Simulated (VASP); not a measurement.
# Cr (Im-3m) in VASP: a series of runs, part 2 of 2

VASP 6.6.1.

### Step 3. Single point, PBE, collinear spin, ferromagnetic start (volume scaled by 1.03)

Contents of INCAR:

```
PREC = Accurate
ENCUT = 520
EDIFF = 1E-6
ISMEAR = -1
SIGMA = 0.03
LREAL = False
LASPH = True
NELM = 150
ALGO = Normal
ISIF = 2
LWAVE = False
LCHARG = False
ISPIN = 2
MAGMOM = 3
LORBIT = 11
LMAXMIX = 4
GGA = PE
NBANDS = 16
```

Contents of KPOINTS:

```
Automatic mesh
0
Gamma
  16 16 16
```

Contents of POSCAR:

```
Cr
1.0
   -1.4562276612      1.4562276612      1.4562276612
    1.4562276612     -1.4562276612      1.4562276612
    1.4562276612      1.4562276612     -1.4562276612
Cr
1
Direct
    0.0000000000      0.0000000000      0.0000000000
```

Potentials or basis: VASP PAW PBE potentials, release 64 (Cr_pv).

The run is started by

```sh
> cat potpaw_PBE.64/Cr_pv/POTCAR > POTCAR
> mpirun -np 1 vasp_std > vasp.out
```

OUTCAR:

```text
PREC = Accurate
   ENCUT = 520
   EDIFF = 1E-6
   ISMEAR = -1
   LREAL = False
   LASPH = True
   NELM = 150
   ISIF = 2
   ISPIN = 2
   LORBIT = 11
   GGA = PE

 ion  position               nearest neighbor table
   1  0.000  0.000  0.000-

  LATTYP: Found a body centered cubic cell.
 ALAT       =     2.9124553224

  Lattice vectors:

 A1 = (  -1.4562276612,   1.4562276612,   1.4562276612)
 A2 = (   1.4562276612,  -1.4562276612,   1.4562276612)
 A3 = (   1.4562276612,   1.4562276612,  -1.4562276612)

Analysis of symmetry for initial positions (statically):
=====================================================================
 Subroutine PRICEL returns:
 Original cell was already a primitive cell.

 Routine SETGRP: Setting up the symmetry group for a
 body centered cubic supercell.

 Subroutine GETGRP returns: Found 48 space group operations
 (whereof 48 operations were pure point group operations)
 out of a pool of 48 trial point group operations.

The static configuration has the point symmetry O_h .

Analysis of symmetry for dynamics (positions and initial velocities):
=====================================================================
 Subroutine PRICEL returns:
 Original cell was already a primitive cell.

 Routine SETGRP: Setting up the symmetry group for a
 body centered cubic supercell.

 Subroutine GETGRP returns: Found 48 space group operations
 (whereof 48 operations were pure point group operations)
 out of a pool of 48 trial point group operations.

The dynamic configuration has the point symmetry O_h .

Analysis of structural, dynamic, and magnetic symmetry:
=====================================================================
 Subroutine PRICEL returns:
 Original cell was already a primitive cell.

 Routine SETGRP: Setting up the symmetry group for a
 body centered cubic supercell.

 Subroutine GETGRP returns: Found 48 space group operations
 (whereof 48 operations were pure point group operations)
 out of a pool of 48 trial point group operations.

The overall configuration has the point symmetry O_h .

 Subroutine INISYM returns: Found 48 space group operations
 (whereof 48 operations are pure point group operations),
 and found     1 'primitive' translations

----------------------------------------------------------------------------------------

                                     Primitive cell

  volume of cell :      12.3523

  direct lattice vectors                    reciprocal lattice vectors
    -1.456227661  1.456227661  1.456227661     0.000000000  0.343352907  0.343352907
     1.456227661 -1.456227661  1.456227661     0.343352907  0.000000000  0.343352907
     1.456227661  1.456227661 -1.456227661     0.343352907  0.343352907  0.000000000

  length of vectors
     2.522260297  2.522260297  2.522260297     0.485574337  0.485574337  0.485574337

  position of ions in fractional coordinates (direct lattice)
     0.000000000  0.000000000  0.000000000

  ion indices of the primitive-cell ions
   primitive index   ion index
                 1           1

----------------------------------------------------------------------------------------
[... 50 lines left out ...]
  0.250000  0.187500  0.000000     48.000000
 [... further k-points ...]
   k-points           NKPTS =    145   k-points in BZ     NKDIM =    145   number of bands    NBANDS=     16
   number of dos      NEDOS =    301   number of ions     NIONS =      1
   total plane-waves  NPLWV =   8000
   dimension x,y,z NGX =    20 NGY =   20 NGZ =   20
   dimension x,y,z NGXF=    40 NGYF=   40 NGZF=   40
   ions per type =               1
   NGX,Y,Z   is equivalent  to a cutoff of  13.18, 13.18, 13.18 a.u.
   NGXF,Y,Z  is equivalent  to a cutoff of  26.36, 26.36, 26.36 a.u.
 SYSTEM =  unknown system
   PREC   = accura    normal or accurate (medium, high low for compatibility)
   ISTART =      0    job   : 0-new  1-cont  2-samecut
   ICHARG =      2    charge: 1-file 2-atom 10-const
   ISPIN  =      2    spin polarized calculation?
   LNONCOLLINEAR =      F non collinear calculations
   LSORBIT =      F    spin-orbit coupling
   LASPH  =      T    aspherical Exc in radial PAW
   ENCUT  =  520.0 eV  38.22 Ry    6.18 a.u.   4.69  4.69  4.69*2*pi/ulx,y,z
   NELM   =    150;   NELMIN=  2; NELMDL= -5     # of ELM steps
   EDIFF  = 0.1E-05   stopping-criterion for ELM
   LREAL  =      F    real-space projection
   EDIFFG = 0.1E-04   stopping-criterion for IOM
   NSW    =      0    number of steps for IOM
   IBRION =     -1    ionic relax: 0-MD 1-quasi-New 2-CG
   NFREE  =      0    steps in history (QN), initial steepest desc. (CG)
   ISIF   =      2    stress and relaxation
   ISYM   =      2    0-nonsym 1-usesym 2-fastsym
   POTIM  = 0.5000    time-step for ionic-motion
   TEBEG  =    0.0;   TEEND  =   0.0 temperature during run
   PSTRESS=    0.0 pullay stress
   NELECT =      12.0000    total number of electrons
   NUPDOWN=      -1.0000    fix difference up-down
   EMIN   =  10.00;   EMAX   =-10.00  energy-range for DOS
   EFERMI =   0.00;   METHOD = LEGACY
   ISMEAR =    -1;   SIGMA  =   0.03  broadening in eV -4-tet -1-fermi 0-gaus
   EFERMI_NEDOS =   21; number of points for ismear=-14 and -15
   IALGO  =     38    algorithm
   IMIX   =      4    mixing-type and parameters
     AMIX     =   0.40;   BMIX     =  1.00
     AMIX_MAG =   1.60;   BMIX_MAG =  1.00
  volume/ion in A,a.u.               =      12.35        83.36
  Fermi-wavevector in a.u.,A,eV,Ry     =   1.621384  3.063972 35.768181  2.628887
  Thomas-Fermi vector in A             =   2.715169
   LORBIT       =     11    0 simple, 1 ext, 2 COOP (PROOUT), +10 PAW based schemes
   GGA     = PE    functional components
   LHFCALC =     F    Hartree Fock is set to
   AEXX    =    0.0000 exact exchange contribution
   IVDW    =     0    specifies the selected vdW correction
   LEPSILON=     F    determine dielectric tensor
   LRPA    =     F    only Hartree local field effects (RPA)
 spin polarized calculation
  energy-cutoff  :      520.00
  volume of cell :       12.35
 maximum number of plane-waves:       370
   NGX =  9   NGY =  9   NGZ =  9

 number of electron      12.0000001 magnetization      -0.0000843

 number of electron      12.0000001 magnetization       0.0000512

 Free energy of the ion-electron system (eV)
  ---------------------------------------------------
  ext. energy  EPLUGINS =         0.00000000
  ---------------------------------------------------
  free energy    TOTEN  =        -9.47700582 eV

  energy without entropy =       -9.47475128  energy(sigma->0) =       -9.47587855

 E-fermi :  10.0073     XC(G=0): -13.2894

 val. band max:        9.9980157197   @ k =  -0.1875   0.1875   0.1250
 cond. band min:      10.0104094038   @ k =  -0.1875   0.1875   0.1250
 fundamental gap:      0.0123936841
 Fermi energy:        10.0073020615

 spin component 1

 k-point     1 :       0.0000    0.0000    0.0000
  band No.  band energies     occupation
      1     -32.7750      1.00000
      2     -32.7750      1.00000
      3     -32.7750      1.00000
      4       2.4351      1.00000
      5       9.2079      1.00000
      6       9.2079      1.00000
[... 435 lines left out ...]
      5       8.0116      1.00000
      6       8.5106      1.00000
[... 8 lines left out ...]
     15      38.3539      0.00000
     16      42.3973      0.00000

 [... further k-points ...]

 spin component 2

 k-point     1 :       0.0000    0.0000    0.0000
  band No.  band energies     occupation
      1     -32.7750      1.00000
      2     -32.7750      1.00000
      3     -32.7750      1.00000
      4       2.4351      1.00000
      5       9.2079      1.00000
      6       9.2079      1.00000
[... 435 lines left out ...]
      5       8.0117      1.00000
      6       8.5106      1.00000
[... 8 lines left out ...]
     15      38.3539      0.00000
     16      42.3973      0.00000

 [... further k-points ...]
[... 5 lines left out ...]
  --------------------------------------------------------------------------------------
  -------------------------------------------------------------------------------------
  Total       -1.1880613     -1.1880613     -1.1880613      0.0000000     -0.0000000      0.0000000
  in kB     -154.0996302   -154.0996302   -154.0996302      0.0000000     -0.0000000      0.0000000
  external PRESSURE =    -154.0996302 kB  Pullay stress =       0.0000000 kB

 VOLUME and BASIS-vectors are now :
 -----------------------------------------------------------------------------
  energy-cutoff  :      520.00
  volume of cell :       12.35
      direct lattice vectors                 reciprocal lattice vectors
    -1.456227661  1.456227661  1.456227661     0.000000000  0.343352907  0.343352907
     1.456227661 -1.456227661  1.456227661     0.343352907  0.000000000  0.343352907
     1.456227661  1.456227661 -1.456227661     0.343352907  0.343352907  0.000000000

 POSITION                                       TOTAL-FORCE (eV/Angst)
 -----------------------------------------------------------------------------------
      0.00000      0.00000      0.00000        -0.000000     -0.000000      0.000000
 -----------------------------------------------------------------------------------
    total drift:                                0.000000      0.000000      0.000000

  FREE ENERGIE OF THE ION-ELECTRON SYSTEM (eV)
  ---------------------------------------------------
  free  energy   TOTEN  =        -9.4770058241 eV

  energy  without entropy=       -9.4747512793  energy(sigma->0) =       -9.47587855

 total charge

# of ion       s       p       d       tot
------------------------------------------
    1        0.417   6.365   4.137  10.919

 magnetization (x)

# of ion       s       p       d       tot
------------------------------------------
    1       -0.000   0.000   0.000   0.000
```

stdout:

```text
POSCAR found type information on POSCAR Cr
 POSCAR found :  1 types and       1 ions
 scaLAPACK will be used
 LDA part: xc-table for (Slater+PW92), standard interpolation
 POSCAR, INCAR and KPOINTS ok, starting setup
 FFT: planning ... GRIDC
 FFT: planning ... GRID_SOFT
 FFT: planning ... GRID
 WAVECAR not read
 entering main loop
```

Wall time 26 s (1 thread of Intel Xeon Platinum 8559C (Emerald Rapids), shared host); peak memory 0.16 GiB.

What came out:

```yaml
Free_energy: -9.4770 eV
Pressure: -15.4 GPa
Band_gap_on_the_k_mesh: zero (filled and empty bands overlap)
Net_moment: 0.00 μB per cell
Valence_electrons_inside_the_program's_atomic_spheres: Cr 10.92
```

Levels at points of the mesh, in eV from the Fermi level:
Spin up:
| k point | band 3 | band 4 | band 5 | band 6 | band 7 | band 8 | band 9 | band 10 |
| --- | --- | --- | --- | --- | --- | --- | --- | --- |
| (0.00, 0.00, 0.00) | -42.78 | -7.57 | -0.80 | -0.80 | -0.80 | 1.08 | 1.08 | 7.10 |
| (0.50, 0.00, 0.00) | -42.79 | -4.07 | -2.20 | 1.00 | 1.07 | 1.38 | 2.60 | 7.09 |
| (0.50, 0.50, 0.50) | -43.29 | -3.88 | -3.88 | 2.25 | 2.25 | 2.25 | 7.09 | 10.06 |
Spin down:
```tsv
k point	band 4	band 5	band 6	band 7	band 8	band 9
(0.00, 0.00, 0.00)	-7.57	-0.80	-0.80	-0.80	1.08	1.08
(0.50, 0.00, 0.00)	-4.07	-2.20	1.00	1.07	1.38	2.60
(0.50, 0.50, 0.50)	-3.88	-3.88	2.25	2.25	2.25	7.09
```

Caveat: the starting moments collapsed, and a magnetic state may lie lower.

### Step 4. Single point, PBE, collinear spin, ferromagnetic start (volume scaled by 1.06)

Contents of INCAR:

```
PREC = Accurate ; ENCUT = 520
EDIFF = 1E-7 ; ISMEAR = -1
SIGMA = 0.03 ; LREAL = F
LASPH = T ; NELM = 150
ALGO = Normal ; ISIF = 2
LWAVE = F ; LCHARG = F
ISPIN = 2 ; MAGMOM = 3
LORBIT = 11 ; LMAXMIX = 4
GGA = PE ; NBANDS = 16
```

KPOINTS is that of step 3.

Contents of POSCAR:

```
Cr
1.0
   -1.4702307093      1.4702307093      1.4702307093
    1.4702307093     -1.4702307093      1.4702307093
    1.4702307093      1.4702307093     -1.4702307093
Cr
1
Direct
    0.0000000000      0.0000000000      0.0000000000
```

The run is started by

```sh
> cat potpaw_PBE.64/Cr_pv/POTCAR > POTCAR
> mpirun -np 1 vasp_std > vasp.out
```

It took 29 s on 1 thread of Intel Xeon Platinum 8559C (Emerald Rapids), shared host; peak memory 0.16 GiB.

Results (log left out):

* Free energy: -9.4367 eV
* Pressure: -20.5 GPa
* Band gap on the k mesh: zero (filled and empty bands overlap)
* Net moment: 0.00 μB per cell
* Valence electrons inside the program's atomic spheres: Cr 10.86

Levels at points of the mesh, in eV from the Fermi level:
Spin up:
| k point | band 2 | band 3 | band 4 | band 5 | band 6 | band 7 | band 8 | band 9 | band 10 | band 11 |
| --- | --- | --- | --- | --- | --- | --- | --- | --- | --- | --- |
| (0.00, 0.00, 0.00) | -42.82 | -42.82 | -7.47 | -0.77 | -0.77 | -0.77 | 1.04 | 1.04 | 7.08 | 21.58 |
| (0.50, 0.00, 0.00) | -43.03 | -42.82 | -3.94 | -2.12 | 0.94 | 1.02 | 1.32 | 2.49 | 7.07 | 8.86 |
| (0.50, 0.50, 0.50) | -43.29 | -43.29 | -3.72 | -3.72 | 2.16 | 2.16 | 2.16 | 7.08 | 9.81 | 9.81 |
Spin down:
| k point | band 2 | band 3 | band 4 | band 5 | band 6 | band 7 | band 8 | band 9 | band 10 | band 11 |
| --- | --- | --- | --- | --- | --- | --- | --- | --- | --- | --- |
| (0.00, 0.00, 0.00) | -42.82 | -42.82 | -7.47 | -0.77 | -0.77 | -0.77 | 1.04 | 1.04 | 7.08 | 21.58 |
| (0.50, 0.00, 0.00) | -43.03 | -42.82 | -3.94 | -2.12 | 0.94 | 1.02 | 1.32 | 2.49 | 7.07 | 8.86 |
| (0.50, 0.50, 0.50) | -43.29 | -43.29 | -3.72 | -3.72 | 2.16 | 2.16 | 2.16 | 7.08 | 9.81 | 9.81 |

Caveat: the starting moments collapsed, and a magnetic state may lie lower.
